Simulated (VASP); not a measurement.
# PbO2 (Fm-3m) in VASP: a series of runs, part 2 of 2

VASP 6.6.1. The steps go on from the part before.

### Step 3. Single point, r2SCAN (volume scaled by 1.03)

The input, POSCAR:

```
PbO2
1.0
    0.0000000000      2.6852230890      2.6852230890
    2.6852230890      0.0000000000      2.6852230890
    2.6852230890      2.6852230890      0.0000000000
Pb O
1 2
Direct
    0.0000000000      0.0000000000      0.0000000000
    0.2500000000      0.2500000000      0.2500000000
    0.7500000000      0.7500000000      0.7500000000
```

The input, INCAR.step1:

```
SYSTEM = PbO2
PREC = Accurate
ENCUT = 520
ISMEAR = 0
SIGMA = 0.1
LREAL = .FALSE.
LASPH = .TRUE.
NELM = 100
NBANDS = 20
GGA = PE
ALGO = Normal
EDIFF = 1E-4
LWAVE = .TRUE.
LCHARG = .FALSE.
```

The input, INCAR.step2:

```
SYSTEM = PbO2
PREC = Accurate
ENCUT = 520
EDIFF = 1E-6
ISMEAR = 0
SIGMA = 0.1
LREAL = .FALSE.
LASPH = .TRUE.
NELM = 100
ALGO = Normal
ISIF = 2
LWAVE = .FALSE.
LCHARG = .TRUE.
METAGGA = R2SCAN
LMIXTAU = .TRUE.
LELF = .TRUE.
LVHAR = .TRUE.
NBANDS = 20
ISTART = 1
```

The input, KPOINTS:

```
regular mesh
0
G
  14 14 14
  0 0 0
```

Potentials or basis: VASP PAW PBE potentials, release 64 (Pb_d, O).

Run with:

```console
$ cat potpaw_PBE.64/Pb_d/POTCAR potpaw_PBE.64/O/POTCAR > POTCAR
$ cp INCAR.step1 INCAR
$ mpirun -np 1 vasp_std > vasp.out
$ cp INCAR.step2 INCAR
$ mpirun -np 1 vasp_std > vasp.out
```

OUTCAR:

```text
SYSTEM = PbO2
   PREC = Accurate
   ENCUT = 520
   EDIFF = 1E-6
   ISMEAR = 0
   LREAL = .FALSE.
   LASPH = .TRUE.
   NELM = 100
   ISIF = 2
   METAGGA = R2SCAN
   ISTART = 1

 ion  position               nearest neighbor table
   1  0.000  0.000  0.000-   3 2.33   3 2.33   3 2.33   2 2.33   3 2.33   2 2.33   2 2.33   2 2.33

   2  0.250  0.250  0.250-   1 2.33   1 2.33   1 2.33   1 2.33
   3  0.750  0.750  0.750-   1 2.33   1 2.33   1 2.33   1 2.33

  LATTYP: Found a face centered cubic cell.
 ALAT       =     5.3704461780

[... 195 lines left out ...]
      5     -10.6803      2.00000
      6     -10.4106      2.00000
[... 541 lines left out ...]
     19      22.2090      0.00000
     20      22.8273      0.00000

 [... further k-points ...]
[... 5 lines left out ...]
  --------------------------------------------------------------------------------------
  -------------------------------------------------------------------------------------
  Total       -0.8225601     -0.8225601     -0.8225601     -0.0000000      0.0000000      0.0000000
  in kB      -34.0335403    -34.0335403    -34.0335403     -0.0000000      0.0000000      0.0000000
  external PRESSURE =     -34.0335403 kB  Pullay stress =       0.0000000 kB

 VOLUME and BASIS-vectors are now :
 -----------------------------------------------------------------------------
  energy-cutoff  :      520.00
  volume of cell :       38.72
      direct lattice vectors                 reciprocal lattice vectors
     0.000000000  2.685223089  2.685223089    -0.186204268  0.186204268  0.186204268
     2.685223089  0.000000000  2.685223089     0.186204268 -0.186204268  0.186204268
     2.685223089  2.685223089  0.000000000     0.186204268  0.186204268 -0.186204268

 POSITION                                       TOTAL-FORCE (eV/Angst)
 -----------------------------------------------------------------------------------
      0.00000      0.00000      0.00000        -0.000000      0.000000     -0.000000
      1.34261      1.34261      1.34261         0.000000      0.000000      0.000000
      4.02783      4.02783      4.02783        -0.000000     -0.000000     -0.000000
 -----------------------------------------------------------------------------------
    total drift:                                0.000000     -0.000000      0.000000

  FREE ENERGIE OF THE ION-ELECTRON SYSTEM (eV)
  ---------------------------------------------------
  free  energy   TOTEN  =       -70.7734965689 eV

  energy  without entropy=      -70.7713028448  energy(sigma->0) =      -70.77239971
```

It took 3.6 min on 1 thread of Intel Xeon 6975P-C (Granite Rapids), shared host; peak memory 0.21 GiB.

Results:

```yaml
Free_energy: -70.7735 eV
Pressure: -3.4 GPa
Band_gap_on_the_k_mesh: zero (band 13 reaches 5.54 eV, above the bottom of band 14 at 4.26 eV)
```

Caveat: the PAW data sets were made with another functional, which shifts forces and pressure a little; spin-orbit coupling is left out, which moves the levels of the heavy elements.

### Step 4. Single point, r2SCAN (volume scaled by 1.06)

The input, POSCAR:

```
PbO2
1.0
    0.0000000000      2.7110441258      2.7110441258
    2.7110441258      0.0000000000      2.7110441258
    2.7110441258      2.7110441258      0.0000000000
Pb O
1 2
Direct
    0.0000000000      0.0000000000      0.0000000000
    0.2500000000      0.2500000000      0.2500000000
    0.7500000000      0.7500000000      0.7500000000
```

The input, INCAR.step1:

```
  PREC = Accurate
  ENCUT = 520
  ISMEAR = 0
  SIGMA = 0.1
  LREAL = False
  LASPH = True
  NELM = 80
  NBANDS = 20
  GGA = PE
  ALGO = Normal
  EDIFF = 1E-4
  LWAVE = True
  LCHARG = False
```

The input, INCAR.step2:

```
  PREC = Accurate
  ENCUT = 520
  EDIFF = 1E-6
  ISMEAR = 0
  SIGMA = 0.1
  LREAL = False
  LASPH = True
  NELM = 80
  ALGO = Normal
  ISIF = 2
  LWAVE = False
  LCHARG = False
  METAGGA = R2SCAN
  LMIXTAU = True
  NBANDS = 20
  ISTART = 1
```

The input, KPOINTS:

```
regular mesh
0
Gamma
  14 14 14
```

Potentials or basis: VASP PAW PBE potentials, release 64 (Pb_d, O).

Run with:

```console
$ cat potpaw_PBE.64/Pb_d/POTCAR potpaw_PBE.64/O/POTCAR > POTCAR
$ cp INCAR.step1 INCAR
$ mpirun -np 1 vasp_std > vasp.out
$ cp INCAR.step2 INCAR
$ mpirun -np 1 vasp_std > vasp.out
```

OUTCAR:

```text
PREC = Accurate
   ENCUT = 520
   EDIFF = 1E-6
   ISMEAR = 0
   LREAL = False
   LASPH = True
   NELM = 80
   ISIF = 2
   METAGGA = R2SCAN
   ISTART = 1

 ion  position               nearest neighbor table
   1  0.000  0.000  0.000-   3 2.35   3 2.35   3 2.35   2 2.35   3 2.35   2 2.35   2 2.35   2 2.35

   2  0.250  0.250  0.250-   1 2.35   1 2.35   1 2.35   1 2.35
   3  0.750  0.750  0.750-   1 2.35   1 2.35   1 2.35   1 2.35

  LATTYP: Found a face centered cubic cell.
 ALAT       =     5.4220882516
[... 196 lines left out ...]
      4     -11.0140      2.00000
      5     -11.0140      2.00000
      6     -10.7773      2.00000
[... 541 lines left out ...]
     19      21.6835      0.00000
     20      22.1895      0.00000

 [... further k-points ...]
[... 5 lines left out ...]
  --------------------------------------------------------------------------------------
  -------------------------------------------------------------------------------------
  Total       -1.7933240     -1.7933240     -1.7933240      0.0000000      0.0000000      0.0000000
  in kB      -72.0990580    -72.0990580    -72.0990580      0.0000000      0.0000000      0.0000000
  external PRESSURE =     -72.0990580 kB  Pullay stress =       0.0000000 kB

 VOLUME and BASIS-vectors are now :
 -----------------------------------------------------------------------------
  energy-cutoff  :      520.00
  volume of cell :       39.85
      direct lattice vectors                 reciprocal lattice vectors
     0.000000000  2.711044126  2.711044126    -0.184430786  0.184430786  0.184430786
     2.711044126  0.000000000  2.711044126     0.184430786 -0.184430786  0.184430786
     2.711044126  2.711044126  0.000000000     0.184430786  0.184430786 -0.184430786

 POSITION                                       TOTAL-FORCE (eV/Angst)
 -----------------------------------------------------------------------------------
      0.00000      0.00000      0.00000         0.000000      0.000000      0.000000
      1.35552      1.35552      1.35552        -0.000000     -0.000000     -0.000000
      4.06657      4.06657      4.06657         0.000000      0.000000      0.000000
 -----------------------------------------------------------------------------------
    total drift:                                0.000000     -0.000000      0.000000

  FREE ENERGIE OF THE ION-ELECTRON SYSTEM (eV)
  ---------------------------------------------------
  free  energy   TOTEN  =       -70.7374449784 eV

  energy  without entropy=      -70.7346748922  energy(sigma->0) =      -70.73605994
```

It took 4.9 min on 1 thread of Intel Xeon 6975P-C (Granite Rapids), shared host; peak memory 0.23 GiB.

Results:

| Property | Result |
| --- | --- |
| Free energy | -70.7374 eV |
| Pressure | -7.2 GPa |
| Band gap on the k mesh | zero (band 13 reaches 5.17 eV, above the bottom of band 14 at 3.95 eV) |

Caveat: the PAW data sets were made with another functional, which shifts forces and pressure a little; spin-orbit coupling is left out, which moves the levels of the heavy elements.

### Step 5. Overview

| cell | gap on the mesh (eV) | pressure (GPa) |
| --- | --- | --- |
| a = 3.760 Å, angles 60.0°, 3 atoms | none | 1.2 |
| a = 3.797 Å, angles 60.0°, 3 atoms | none | -3.4 |
| a = 3.834 Å, angles 60.0°, 3 atoms | none | -7.2 |

Alike in all rows: task single point; level r2SCAN; potentials or basis VASP PAW PBE potentials, release 64 (Pb_d, O); no spin polarisation; k mesh 14 × 14 × 14; cutoff (eV) 520; smearing gaussian 0.1 eV.

Caveats: the PAW data sets were made with another functional, which shifts forces and pressure a little; spin-orbit coupling is left out, which moves the levels of the heavy elements.

Absolute energies hang on the potentials; compare differences alone.
